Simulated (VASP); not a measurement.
Set up this calculation in VASP 6.6.1, as the native input.

```yaml
Task: single point
Functional: PBE
Potentials_or_basis: VASP PAW PBE potentials, release 64 (Al, Ga_d)
Cutoff: 520 eV
k_mesh: 6 × 6 × 6
Occupations: gaussian, width 0.1 eV
Spin: no spin polarisation
Dipole_correction: no
Further_INCAR_settings: ALGO = Fast; EDIFF = 1e-06; NBANDS = 15
```

The structure of AlGa lies in POSCAR:

```
AlGa
1.0
    0.0000000000      2.6585611600      2.6585611600
    2.6585611600      0.0000000000      2.6585611600
    2.6585611600      2.6585611600      0.0000000000
Al Ga
1 1
Direct
    0.5000000000      0.5000000000      0.5000000000
    0.0000000000      0.0000000000      0.0000000000
```

These files were run (other wordings do the same):

INCAR

```
ALGO = Fast
EDIFF = 1E-6
ENCUT = 520
GGA = PE
ISIF = 2
ISMEAR = 0
LASPH = T
LCHARG = F
LREAL = F
LWAVE = F
NBANDS = 15
NELM = 100
PREC = Accurate
SIGMA = 0.1
```

KPOINTS

```
k-points
0
Gamma
  6 6 6
```

Potentials or basis: VASP PAW PBE potentials, release 64 (Al, Ga_d).

Launch:

```bash
$ cat potpaw_PBE.64/Al/POTCAR potpaw_PBE.64/Ga_d/POTCAR > POTCAR
$ mpirun -np 1 vasp_std > vasp.out
```

Results of the run:

| Property | Result |
| --- | --- |
| Pressure | 2.3 GPa |
| Band gap on the k mesh | zero (band 8 reaches 8.72 eV, above the bottom of band 9 at 3.59 eV) |

It took 8.7 s on 1 thread of AMD EPYC 7R43 64-Core Processor (Zen 3) (shared host), peak memory 0.11 GiB.
